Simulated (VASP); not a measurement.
Runs of VASP 6.6.1 on Si. Symmetry: Fd-3m, No. 227, cubic system. Conventional cell: a = 5.444 Å, b = 5.444 Å, c = 5.444 Å, α = 90.00°, β = 90.00°, γ = 90.00°. Within 3.1 Å of Si (site symmetry -43m) lie 4 Si at 2.36 Å. 

```csv
level,k mesh,smearing,grid for exact exchange (PRECFOCK),share of exact exchange,screening parameter,gap on the mesh (eV),pressure (GPa)
r2SCAN,6 × 6 × 6,fermi-dirac 0.2 eV,-,-,-,0.93,-0.2
r2SCAN,6 × 6 × 6,methfessel-paxton 0.001 eV,-,-,-,0.93,-0.2
r2SCAN,5 × 5 × 5,gaussian 0.01 eV,-,-,-,(a),0.0
PBE-based screened hybrid with 40 % exact exchange,4 × 4 × 4,gaussian 0.01 eV,Normal,0.4,0.1 1/Å,2.27,-1.5
r2SCAN,6 × 6 × 6,gaussian 0.001 eV,-,-,-,0.93,-0.2
```

Alike in all rows: task single point; potentials or basis VASP PAW PBE potentials, release 64 (Si); no spin polarisation; cell as given; cutoff (eV) 520.

Task: Fill in the values left out.

Result: (a) 0.79.

Caveats: some runs use coarse meshes; the PAW data sets were made with another functional, which shifts forces and pressure a little; an odd mesh through Γ misses points on the zone boundary, where band edges can lie (at least some runs).
